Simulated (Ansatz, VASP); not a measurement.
## One calculation of BaTiO3, two programs

The input INCAR:

```
SYSTEM = BaTiO3
PREC     = Accurate       ! precision mode
ENCUT    = 520            ! plane-wave cutoff, eV
EDIFF    = 1E-6           ! SCF threshold, eV
ISMEAR   = 0              ! smearing method
SIGMA    = 0.05           ! smearing width, eV
LREAL    = Auto         
LASPH    = .True.         ! aspherical terms in the spheres
NELM     = 80             ! most SCF steps
ALGO     = Normal         ! electronic algorithm
ISIF     = 2              ! what is computed and relaxed
LWAVE    = .False.        ! write WAVECAR
LCHARG   = .True.         ! write CHGCAR
GGA      = PE             ! functional
LELF     = .True.         ! ELF
LVHAR    = .True.       
NBANDS   = 186            ! bands
```

The input KPOINTS:

```
regular mesh
0
Gamma
  2 2 2
  0 0 0
```

Contents of POSCAR:

```
BaTiO3
1.0
    8.0120000000      0.0000000000      0.0000000000
    0.0000000000      8.0120000000      0.0000000000
    0.0000000000      0.0000000000      8.0120000000
Ba Ti O
8 8 24
Direct
    0.2500000000      0.2500000000      0.2500000000
    0.2500000000      0.2500000000      0.7500000000
    0.2500000000      0.7500000000      0.2500000000
    0.2500000000      0.7500000000      0.7500000000
    0.7500000000      0.2500000000      0.2500000000
    0.7500000000      0.2500000000      0.7500000000
    0.7500000000      0.7500000000      0.2500000000
    0.7500000000      0.7500000000      0.7500000000
    0.0000000000      0.0000000000      0.0000000000
    0.0000000000      0.0000000000      0.5000000000
    0.0000000000      0.5000000000      0.0000000000
    0.0000000000      0.5000000000      0.5000000000
    0.5000000000      0.0000000000      0.0000000000
    0.5000000000      0.0000000000      0.5000000000
    0.5000000000      0.5000000000      0.0000000000
    0.5000000000      0.5000000000      0.5000000000
    0.2500000000      0.0000000000      0.0000000000
    0.2500000000      0.0000000000      0.5000000000
    0.2500000000      0.5000000000      0.0000000000
    0.2500000000      0.5000000000      0.5000000000
    0.7500000000      0.0000000000      0.0000000000
    0.7500000000      0.0000000000      0.5000000000
    0.7500000000      0.5000000000      0.0000000000
    0.7500000000      0.5000000000      0.5000000000
    0.0000000000      0.2500000000      0.0000000000
    0.0000000000      0.2500000000      0.5000000000
    0.0000000000      0.7500000000      0.0000000000
    0.0000000000      0.7500000000      0.5000000000
    0.5000000000      0.2500000000      0.0000000000
    0.5000000000      0.2500000000      0.5000000000
    0.5000000000      0.7500000000      0.0000000000
    0.5000000000      0.7500000000      0.5000000000
    0.0000000000      0.0000000000      0.2500000000
    0.0000000000      0.0000000000      0.7500000000
    0.0000000000      0.5000000000      0.2500000000
    0.0000000000      0.5000000000      0.7500000000
    0.5000000000      0.0000000000      0.2500000000
    0.5000000000      0.0000000000      0.7500000000
    0.5000000000      0.5000000000      0.2500000000
    0.5000000000      0.5000000000      0.7500000000
```

Input for Ansatz:

```yaml
crystal:
  lattice:
    - [8.012, 0.0, 0.0]
    - [0.0, 8.012, 0.0]
    - [0.0, 0.0, 8.012]
  atoms:
    - { symbol: Ba, position: [0.25, 0.25, 0.25] }
    - { symbol: Ba, position: [0.25, 0.25, 0.75] }
    - { symbol: Ba, position: [0.25, 0.75, 0.25] }
    - { symbol: Ba, position: [0.25, 0.75, 0.75] }
    - { symbol: Ba, position: [0.75, 0.25, 0.25] }
    - { symbol: Ba, position: [0.75, 0.25, 0.75] }
    - { symbol: Ba, position: [0.75, 0.75, 0.25] }
    - { symbol: Ba, position: [0.75, 0.75, 0.75] }
    - { symbol: Ti, position: [0.0, 0.0, 0.0] }
    - { symbol: Ti, position: [0.0, 0.0, 0.5] }
    - { symbol: Ti, position: [0.0, 0.5, 0.0] }
    - { symbol: Ti, position: [0.0, 0.5, 0.5] }
    - { symbol: Ti, position: [0.5, 0.0, 0.0] }
    - { symbol: Ti, position: [0.5, 0.0, 0.5] }
    - { symbol: Ti, position: [0.5, 0.5, 0.0] }
    - { symbol: Ti, position: [0.5, 0.5, 0.5] }
    - { symbol: O, position: [0.25, 0.0, 0.0] }
    - { symbol: O, position: [0.25, 0.0, 0.5] }
    - { symbol: O, position: [0.25, 0.5, 0.0] }
    - { symbol: O, position: [0.25, 0.5, 0.5] }
    - { symbol: O, position: [0.75, 0.0, 0.0] }
    - { symbol: O, position: [0.75, 0.0, 0.5] }
    - { symbol: O, position: [0.75, 0.5, 0.0] }
    - { symbol: O, position: [0.75, 0.5, 0.5] }
    - { symbol: O, position: [0.0, 0.25, 0.0] }
    - { symbol: O, position: [0.0, 0.25, 0.5] }
    - { symbol: O, position: [0.0, 0.75, 0.0] }
    - { symbol: O, position: [0.0, 0.75, 0.5] }
    - { symbol: O, position: [0.5, 0.25, 0.0] }
    - { symbol: O, position: [0.5, 0.25, 0.5] }
    - { symbol: O, position: [0.5, 0.75, 0.0] }
    - { symbol: O, position: [0.5, 0.75, 0.5] }
    - { symbol: O, position: [0.0, 0.0, 0.25] }
    - { symbol: O, position: [0.0, 0.0, 0.75] }
    - { symbol: O, position: [0.0, 0.5, 0.25] }
    - { symbol: O, position: [0.0, 0.5, 0.75] }
    - { symbol: O, position: [0.5, 0.0, 0.25] }
    - { symbol: O, position: [0.5, 0.0, 0.75] }
    - { symbol: O, position: [0.5, 0.5, 0.25] }
    - { symbol: O, position: [0.5, 0.5, 0.75] }
basis:
  ecutwfc: 420
  fft_grid_basis: typed
kpoints:
  mp_grid: { grid: [2, 2, 2] }
hamiltonian:
  xc: pbe
  pseudopotentials: { kind: paw }
scf:
  occupations: { method: gaussian, width: 0.05 }
output:
  forces: true
  stress: false
  eigenvalues: true
  bader: false
  write_density: true
  volumetric_format: npy
```

Alike in both runs: task single point; functional PBE; k mesh 2 × 2 × 2; occupations gaussian, width 0.05 eV; no spin polarisation.

```csv
,VASP,Ansatz
version,VASP 6.6.1,Ansatz 0.2.0
potentials or method,"VASP PAW PBE potentials, release 64 (Ba_sv, Ti_sv, O), cutoff 520 eV","scalar-relativistic, plane waves, PAW"
valence electrons in the cell,320,320
```

VASP gave:

| Quantity | Value |
| --- | --- |
| gap on the k mesh at the Fermi level (eV) | 1.72 |

Estimate Ansatz's values.

gap on the k mesh at the Fermi level (eV): 1.79.

The functional is the same, so the differences come from potentials, cutoffs and numerics.

Neither program's run includes spin-orbit coupling.
